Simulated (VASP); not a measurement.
# LiMg5 (P-62m) in VASP: notebook

The runs below take LiMg5 through single point, with LDA.

Program: VASP 6.6.1. These are calculated values, not measurements. Logs are shortened: lines on timing, memory, paths and dates and some standing lists are left out, and cuts for length are marked.

## 1. The cell of the first run

The structure is hexagonal, space group P-62m (No. 189). The conventional cell has a = 5.284 Å, b = 5.284 Å, c = 4.895 Å, α = 90.00°, β = 90.00°, γ = 120.00°. Within 4.0 Å of Li (site symmetry -62m) lie 12 Mg at 3.00 to 3.05 Å. Within 4.0 Å of Mg (site symmetry m2m) lie 2 Li at 3.00 Å and 10 Mg at 3.01 to 3.07 Å. Mg (site symmetry -6) has 9 Mg at 3.02 to 3.05 Å and 3 Li at 3.05 Å within 4.0 Å.

## 2. Single point, LDA

Contents of INCAR:

```
SYSTEM = LiMg5
PREC = Accurate
ENCUT = 520
EDIFF = 1E-7
ISMEAR = 0
SIGMA = 0.1
LREAL = .FALSE.
LASPH = .TRUE.
NELM = 100
ALGO = Normal
ISIF = 2
LWAVE = .FALSE.
LCHARG = .FALSE.
GGA = CA
NBANDS = 16
```

Contents of KPOINTS:

```
regular mesh
0
G
  5 5 5
  0 0 0
```

Contents of POSCAR:

```
LiMg5
1.0
    5.2841176090      0.0000000000      0.0000000000
   -2.6420588045      4.5761802417      0.0000000000
    0.0000000000      0.0000000000      4.8949886984
Li Mg
1 5
Direct
    0.0000000000      0.0000000000      0.5000000000
    0.0000000000      0.6714210000      0.0000000000
    0.6714210000      0.0000000000      0.0000000000
    0.3285790000      0.3285790000      0.0000000000
    0.6666666667      0.3333333333      0.5000000000
    0.3333333333      0.6666666667      0.5000000000
```

Potentials or basis: VASP PAW LDA potentials, release 64 (Li_sv, Mg).

The run is started by

```
$ cat potpaw_LDA.64/Li_sv/POTCAR potpaw_LDA.64/Mg/POTCAR > POTCAR
$ mpirun -np 1 vasp_std > vasp.out
```

OUTCAR:

```text
SYSTEM = LiMg5
   PREC = Accurate
   ENCUT = 520
   EDIFF = 1E-7
   ISMEAR = 0
   LREAL = .FALSE.
   LASPH = .TRUE.
   NELM = 100
   ISIF = 2
   GGA = CA

 ion  position               nearest neighbor table
   1  0.000  0.000  0.500-   3 3.00   3 3.00   4 3.00   2 3.00   2 3.00   4 3.00   6 3.05   5 3.05
                             5 3.05   6 3.05   5 3.05   6 3.05
   2  0.000  0.671  0.000-   1 3.00   1 3.00   3 3.01   4 3.01   6 3.02   6 3.02   5 3.02   5 3.02
                             3 3.07   4 3.07   4 3.07   3 3.07
   3  0.671  0.000  0.000-   1 3.00   1 3.00   2 3.01   4 3.01   5 3.02   5 3.02   6 3.02   6 3.02
                             4 3.07   2 3.07   4 3.07   2 3.07
   4  0.329  0.329  0.000-   1 3.00   1 3.00   3 3.01   2 3.01   5 3.02   5 3.02   6 3.02   6 3.02
                             3 3.07   2 3.07   2 3.07   3 3.07
   5  0.667  0.333  0.500-   4 3.02   4 3.02   3 3.02   3 3.02   2 3.02   2 3.02   1 3.05   6 3.05
                             1 3.05   6 3.05   6 3.05   1 3.05
   6  0.333  0.667  0.500-   2 3.02   2 3.02   3 3.02   3 3.02   4 3.02   4 3.02   1 3.05   5 3.05
                             1 3.05   5 3.05   5 3.05   1 3.05

  LATTYP: Found a hexagonal cell.
 ALAT       =     5.2841176090
 C/A-ratio  =     0.9263587718

  Lattice vectors:

 A1 = (   5.2841176090,   0.0000000000,   0.0000000000)
 A2 = (  -2.6420588045,   4.5761802417,   0.0000000000)
 A3 = (   0.0000000000,   0.0000000000,   4.8949886984)

Analysis of symmetry for initial positions (statically):
=====================================================================
 Subroutine PRICEL returns:
 Original cell was already a primitive cell.

 Routine SETGRP: Setting up the symmetry group for a
 hexagonal supercell.

 Subroutine GETGRP returns: Found 12 space group operations
 (whereof 12 operations were pure point group operations)
 out of a pool of 24 trial point group operations.

The static configuration has the point symmetry D_3h.

Analysis of symmetry for dynamics (positions and initial velocities):
=====================================================================
 Subroutine PRICEL returns:
 Original cell was already a primitive cell.

 Routine SETGRP: Setting up the symmetry group for a
 hexagonal supercell.

 Subroutine GETGRP returns: Found 12 space group operations
 (whereof 12 operations were pure point group operations)
 out of a pool of 24 trial point group operations.

The dynamic configuration has the point symmetry D_3h.

 Subroutine INISYM returns: Found 12 space group operations
 (whereof 12 operations are pure point group operations),
 and found     1 'primitive' translations

----------------------------------------------------------------------------------------

                                     Primitive cell

  volume of cell :     118.3661

  direct lattice vectors                    reciprocal lattice vectors
     5.284117609  0.000000000  0.000000000     0.189246356  0.109261431  0.000000000
    -2.642058804  4.576180242  0.000000000     0.000000000  0.218522861  0.000000000
     0.000000000  0.000000000  4.894988698     0.000000000  0.000000000  0.204290564

  length of vectors
     5.284117609  5.284117744  4.894988698     0.218522867  0.218522861  0.204290564

  position of ions in fractional coordinates (direct lattice)
     0.000000000  0.000000000  0.500000000
     0.000000000  0.671421000  0.000000000
     0.671421000  0.000000000  0.000000000
     0.328579000  0.328579000  0.000000000
     0.666666667  0.333333333  0.500000000
     0.333333333  0.666666667  0.500000000

  ion indices of the primitive-cell ions
   primitive index   ion index
                 1           1
                 2           2
                 3           3
                 4           4
                 5           5
                 6           6

----------------------------------------------------------------------------------------

 KPOINTS: regular mesh

Automatic generation of k-mesh.
 Grid dimensions read from file:
 generate k-points for:    5    5    5

 Generating k-lattice:

  Cartesian coordinates                     Fractional coordinates (reciprocal lattice)
     0.037849271  0.021852286  0.000000000     0.200000000  0.000000000  0.000000000
     0.000000000  0.043704572  0.000000000     0.000000000  0.200000000  0.000000000
     0.000000000  0.000000000  0.040858113     0.000000000  0.000000000  0.200000000

  Length of vectors
     0.043704573  0.043704572  0.040858113

  Shift w.r.t. Gamma in fractional coordinates (k-lattice)
     0.000000000  0.000000000  0.000000000

 Subroutine IBZKPT returns following result:
 ===========================================

 Found     15 irreducible k-points:

 Following reciprocal coordinates:
            Coordinates               Weight
  0.000000  0.000000  0.000000      1.000000
  0.200000  0.000000  0.000000      6.000000
  0.400000  0.000000  0.000000      6.000000
  0.200000  0.200000  0.000000      6.000000
  0.400000  0.200000  0.000000      6.000000
  0.000000  0.000000  0.200000      2.000000
  0.200000  0.000000  0.200000     12.000000
  0.400000  0.000000  0.200000     12.000000
  0.200000  0.200000  0.200000     12.000000
  0.400000  0.200000  0.200000     12.000000
  0.000000  0.000000  0.400000      2.000000
  0.200000  0.000000  0.400000     12.000000
  0.400000  0.000000  0.400000     12.000000
  0.200000  0.200000  0.400000     12.000000
  0.400000  0.200000  0.400000     12.000000
   k-points           NKPTS =     15   k-points in BZ     NKDIM =     15   number of bands    NBANDS=     16
   number of dos      NEDOS =    301   number of ions     NIONS =      6
   total plane-waves  NPLWV =  57600
   dimension x,y,z NGX =    40 NGY =   40 NGZ =   36
   dimension x,y,z NGXF=    80 NGYF=   80 NGZF=   72
   ions per type =               1   5
   NGX,Y,Z   is equivalent  to a cutoff of  12.58, 12.58, 12.23 a.u.
   NGXF,Y,Z  is equivalent  to a cutoff of  25.17, 25.17, 24.45 a.u.
 SYSTEM =  LiMg5
   PREC   = accura    normal or accurate (medium, high low for compatibility)
   ISTART =      0    job   : 0-new  1-cont  2-samecut
   ICHARG =      2    charge: 1-file 2-atom 10-const
   ISPIN  =      1    spin polarized calculation?
   LNONCOLLINEAR =      F non collinear calculations
   LSORBIT =      F    spin-orbit coupling
   LASPH  =      T    aspherical Exc in radial PAW
   ENCUT  =  520.0 eV  38.22 Ry    6.18 a.u.   9.82  9.82  9.10*2*pi/ulx,y,z
   NELM   =    100;   NELMIN=  2; NELMDL= -5     # of ELM steps
   EDIFF  = 0.1E-06   stopping-criterion for ELM
   LREAL  =      F    real-space projection
   EDIFFG = 0.1E-05   stopping-criterion for IOM
   NSW    =      0    number of steps for IOM
   IBRION =     -1    ionic relax: 0-MD 1-quasi-New 2-CG
   NFREE  =      0    steps in history (QN), initial steepest desc. (CG)
   ISIF   =      2    stress and relaxation
   ISYM   =      2    0-nonsym 1-usesym 2-fastsym
   POTIM  = 0.5000    time-step for ionic-motion
   TEBEG  =    0.0;   TEEND  =   0.0 temperature during run
   PSTRESS=    0.0 pullay stress
   NELECT =      13.0000    total number of electrons
   NUPDOWN=      -1.0000    fix difference up-down
   EMIN   =  10.00;   EMAX   =-10.00  energy-range for DOS
   EFERMI =   0.00;   METHOD = LEGACY
   ISMEAR =     0;   SIGMA  =   0.10  broadening in eV -4-tet -1-fermi 0-gaus
   EFERMI_NEDOS =   21; number of points for ismear=-14 and -15
   IALGO  =     38    algorithm
   IMIX   =      4    mixing-type and parameters
     AMIX     =   0.40;   BMIX     =  1.00
     AMIX_MAG =   1.60;   BMIX_MAG =  1.00
  volume/ion in A,a.u.               =      19.73       133.13
  Fermi-wavevector in a.u.,A,eV,Ry     =   0.783995  1.481536  8.362805  0.614649
  Thomas-Fermi vector in A             =   1.888038
   LORBIT       =      0    0 simple, 1 ext, 2 COOP (PROOUT), +10 PAW based schemes
   GGA     = CA    functional components
   LHFCALC =     F    Hartree Fock is set to
   AEXX    =    0.0000 exact exchange contribution
   IVDW    =     0    specifies the selected vdW correction
   LEPSILON=     F    determine dielectric tensor
   LRPA    =     F    only Hartree local field effects (RPA)
 non-spin polarized calculation
 Gauss-broadening in eV      SIGMA  =   0.10
  energy-cutoff  :      520.00
  volume of cell :      118.37
 maximum number of plane-waves:      3204
 NGX is ok and might be reduce to    40
   NGX = 19   NGY = 19   NGZ = 19

 number of electron      13.0000011 magnetization

 Free energy of the ion-electron system (eV)
  ---------------------------------------------------
  ext. energy  EPLUGINS =         0.00000000
  ---------------------------------------------------
  free energy    TOTEN  =       -11.26940667 eV

  energy without entropy =      -11.25920805  energy(sigma->0) =      -11.26430736

 E-fermi :   2.8446     XC(G=0):  -8.8854

 val. band max:        2.8359563527   @ k =   0.0000   0.0000   0.2000
 cond. band min:       2.8775646117   @ k =   0.2000   0.2000   0.2000
 fundamental gap:      0.0416082590
 Fermi energy:         2.8445798324

 k-point     1 :       0.0000    0.0000    0.0000
  band No.  band energies     occupation
      1     -42.4996      2.00000
      2      -4.2147      2.00000
      3       1.3196      2.00000
      4       2.1548      2.00000
      5       2.2943      2.00000
      6       2.3339      2.00000
[... 8 lines left out ...]
     15       7.9425      0.00000
     16       7.9425      0.00000

 k-point     2 :       0.2000    0.0000    0.0000
  band No.  band energies     occupation
      1     -42.4996      2.00000
      2      -3.9412      2.00000
      3       0.1384      2.00000
      4       1.3764      2.00000
      5       1.5802      2.00000
      6       1.6137      2.00000
[... 8 lines left out ...]
     15       7.5087      0.00000
     16       9.1887      0.00000
[... 216 lines left out ...]
      5       0.4525      2.00000
      6       1.2882      2.00000
[... 8 lines left out ...]
     15       9.2975      0.00000
     16       9.3798      0.00000

 k-point    15 :       0.4000    0.2000    0.4000
  band No.  band energies     occupation
      1     -42.4996      2.00000
      2      -1.5520      2.00000
      3      -1.2448      2.00000
      4      -0.3248      2.00000
      5      -0.1489      2.00000
      6       0.3307      2.00000
[... 8 lines left out ...]
     15       9.1339      0.00000
     16      10.2099      0.00000

------------------------ aborting loop because EDIFF is reached ----------------------------------------

  FORCE on cell =-STRESS in cart. coord.  units (eV):
  Direction    XX          YY          ZZ          XY          YZ          ZX
  --------------------------------------------------------------------------------------
  -------------------------------------------------------------------------------------
  Total        1.3917140      1.3917141      1.8744281      0.0000000      0.0000000     -0.0000000
  in kB       18.8379351     18.8379363     25.3718461      0.0000000      0.0000000     -0.0000000
  external PRESSURE =      21.0159058 kB  Pullay stress =       0.0000000 kB

 VOLUME and BASIS-vectors are now :
 -----------------------------------------------------------------------------
  energy-cutoff  :      520.00
  volume of cell :      118.37
      direct lattice vectors                 reciprocal lattice vectors
     5.284117609  0.000000000  0.000000000     0.189246356  0.109261431  0.000000000
    -2.642058804  4.576180242  0.000000000     0.000000000  0.218522861  0.000000000
     0.000000000  0.000000000  4.894988698     0.000000000  0.000000000  0.204290564

 POSITION                                       TOTAL-FORCE (eV/Angst)
 -----------------------------------------------------------------------------------
      0.00000      0.00000      2.44749         0.000000     -0.000000      0.000000
     -1.77393      3.07254      0.00000         0.019191     -0.033239      0.000000
      3.54787      0.00000      0.00000        -0.038381     -0.000000     -0.000000
      0.86813      1.50364      0.00000         0.019191      0.033239      0.000000
      2.64206      1.52539      2.44749         0.000000     -0.000000      0.000000
     -0.00000      3.05079      2.44749         0.000000     -0.000000      0.000000
 -----------------------------------------------------------------------------------
    total drift:                                0.000000     -0.000000      0.000000

  FREE ENERGIE OF THE ION-ELECTRON SYSTEM (eV)
  ---------------------------------------------------
  free  energy   TOTEN  =       -11.2694066745 eV

  energy  without entropy=      -11.2592080465  energy(sigma->0) =      -11.26430736
```

It took 47 s on 1 thread of AMD EPYC 7R13, shared host; peak memory 0.16 GiB.

What came out:

| Quantity | Value |
| --- | --- |
| Free energy | -11.2694 eV |
| Largest force | 0.038 eV/Å |
| Band gap on the k mesh | zero (an odd number of electrons rules out a gap without spin polarisation) |

Forces on the atoms (eV/Å):
```
Li   0.000  0.000  0.000
Mg   0.019 -0.033  0.000
Mg  -0.038  0.000  0.000
Mg   0.019  0.033  0.000
Mg   0.000  0.000  0.000
Mg   0.000  0.000  0.000
```

Levels at points of the mesh, in eV from the Fermi level:
| k point | band 5 | band 6 | band 7 | band 8 | band 9 | band 10 |
| --- | --- | --- | --- | --- | --- | --- |
| (0.00, 0.00, 0.00) | -0.55 | -0.51 | -0.51 | -0.22 | -0.22 | 0.40 |

Caveat: the cutoff is under 1.25 times the usual one of these potentials, so pressure, stress and relaxed cells hold a basis-set (Pulay) error.

## 3. Single point, LDA

This run uses another cell than the first one, of 20.28 Å³/atom.

Contents of INCAR:

```
  PREC = Accurate
  ENCUT = 520
  EDIFF = 1E-6
  ISMEAR = 0
  SIGMA = 0.1
  LREAL = F
  LASPH = T
  NELM = 100
  ALGO = Normal
  ISIF = 2
  LWAVE = F
  LCHARG = F
  NBANDS = 16
```

Contents of KPOINTS:

```
regular mesh
0
Gamma
  5 5 5
```

POSCAR: that of step 2 with these lines changed.

```diff
@@ -2,5 +2,5 @@
 1.0
-    5.2841176090      0.0000000000      0.0000000000
-   -2.6420588045      4.5761802417      0.0000000000
-    0.0000000000      0.0000000000      4.8949886984
+    5.3325984603      0.0000000000      0.0000000000
+   -2.6662992301      4.6181658919      0.0000000000
+    0.0000000000      0.0000000000      4.9398993603
 Li Mg
```

Potentials or basis: VASP PAW LDA potentials, release 64 (Li_sv, Mg).

The run is started by

```
$ cat potpaw_LDA.64/Li_sv/POTCAR potpaw_LDA.64/Mg/POTCAR > POTCAR
$ mpirun -np 1 vasp_std > vasp.out
```

It took 47 s on 1 thread of AMD EPYC 7R13, shared host; peak memory 0.16 GiB.

It converged, with:

```yaml
Free_energy: -11.3007 eV
Largest_force: 0.049 eV/Å
Band_gap_on_the_k_mesh: zero (an odd number of electrons rules out a gap without spin polarisation)
```

Forces in eV/Å, atoms in the order of the input:
```
Li   0.000  0.000  0.000
Mg   0.024 -0.042  0.000
Mg  -0.049  0.000  0.000
Mg   0.024  0.042  0.000
Mg   0.000  0.000  0.000
Mg   0.000  0.000  0.000
```

Levels at points of the mesh, in eV from the Fermi level:
```
           k point  band 4  band 5  band 6  band 7  band 8  band 9  band 10  band 11
(0.00, 0.00, 0.00)   -0.71   -0.55   -0.49   -0.49   -0.23   -0.23     0.39     4.53
```

Caveat: the cutoff is under 1.25 times the usual one of these potentials, so pressure, stress and relaxed cells hold a basis-set (Pulay) error.

## 4. Single point, LDA

This run uses another cell than the first one, of 20.82 Å³/atom.

Contents of INCAR:

```
SYSTEM = LiMg5
  ALGO = Normal
  EDIFF = 1E-7
  ENCUT = 520
  GGA = CA
  ISIF = 2
  ISMEAR = 0
  LASPH = .TRUE.
  LCHARG = .TRUE.
  LELF = .TRUE.
  LREAL = .FALSE.
  LVHAR = .TRUE.
  LWAVE = .FALSE.
  NBANDS = 16
  NELM = 100
  PREC = Accurate
  SIGMA = 0.1
```

Contents of KPOINTS:

```
k-points
0
G
  5 5 5
  0 0 0
```

POSCAR: that of step 3 with these lines changed.

```diff
@@ -2,5 +2,5 @@
 1.0
-    5.3325984603      0.0000000000      0.0000000000
-   -2.6662992301      4.6181658919      0.0000000000
-    0.0000000000      0.0000000000      4.9398993603
+    5.3802134660      0.0000000000      0.0000000000
+   -2.6901067330      4.6594016978      0.0000000000
+    0.0000000000      0.0000000000      4.9840079384
 Li Mg
```

The run is started by

```
$ cat potpaw_LDA.64/Li_sv/POTCAR potpaw_LDA.64/Mg/POTCAR > POTCAR
$ mpirun -np 1 vasp_std > vasp.out
```

Run time: 67 s. Hardware: 1 thread of AMD EPYC 7R13, shared host; peak memory 0.17 GiB.

Results (log left out):

| Quantity | Value |
| --- | --- |
| Free energy | -11.3095 eV |
| Largest force | 0.058 eV/Å |
| Band gap on the k mesh | zero (an odd number of electrons rules out a gap without spin polarisation) |

Forces in eV/Å, atoms in the order of the input:
```
Li   0.000  0.000  0.000
Mg   0.029 -0.050  0.000
Mg  -0.058  0.000  0.000
Mg   0.029  0.050  0.000
Mg   0.000  0.000  0.000
Mg   0.000  0.000  0.000
```

Levels at points of the mesh, in eV from the Fermi level:
```
           k point  band 5  band 6  band 7  band 8  band 9  band 10
(0.00, 0.00, 0.00)   -0.56   -0.47   -0.47   -0.23   -0.23     0.39
```

Caveat: the cutoff is under 1.25 times the usual one of these potentials, so pressure, stress and relaxed cells hold a basis-set (Pulay) error.

[end of part 1 of 2]
